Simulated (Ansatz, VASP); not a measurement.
**NaZnGaC6N6: VASP beside Ansatz**

```
CELL_PARAMETERS angstrom
0.00000 5.07350 5.07350
5.07350 0.00000 5.07350
5.07350 5.07350 0.00000
ATOMIC_POSITIONS crystal
Na 0.75000 0.75000 0.75000
Zn 0.50000 0.50000 0.50000
Ga 0.00000 0.00000 0.00000
C 0.81315 0.18685 0.18685
C 0.18685 0.18685 0.81315
C 0.81315 0.18685 0.81315
C 0.18685 0.81315 0.81315
C 0.81315 0.81315 0.18685
C 0.18685 0.81315 0.18685
N 0.69784 0.30216 0.30216
N 0.30216 0.30216 0.69784
N 0.69784 0.30216 0.69784
N 0.30216 0.69784 0.69784
N 0.69784 0.69784 0.30216
N 0.30216 0.69784 0.30216
```

Alike in both runs: task single point; functional PBE; k mesh 4 × 4 × 4; occupations gaussian, width 0.1 eV; no spin polarisation.

|  | VASP | Ansatz |
| --- | --- | --- |
| version | VASP 6.6.1 | Ansatz 0.2.0 |
| potentials or method | VASP PAW PBE potentials, release 64 (Na_pv, Zn, Ga_d, C, N), cutoff 520 eV | scalar-relativistic, plane waves, PAW |
| valence electrons in the cell | 86 | 88 |

```tsv
	VASP	Ansatz	Ansatz less VASP
gap on the k mesh at the Fermi level (eV)	2.99	3.02	+0.027
least direct gap on the mesh (eV)	3.01	3.04	+0.027
pressure (GPa)	13.4	13.0	-0.41
rms of the force components (eV/Å)	1.518	1.709	+0.1907
```

Atom by atom the forces differ by 0.202 eV/Å (rms over components). The functional is the same, so the differences come from potentials, cutoffs and numerics. VASP's potentials hold 86 valence electrons a cell and Ansatz's 88, so a difference there can come from the potentials and not from the codes.

Noted on VASP's run: the standard files for N, O and F lose accuracy on very short bonds.
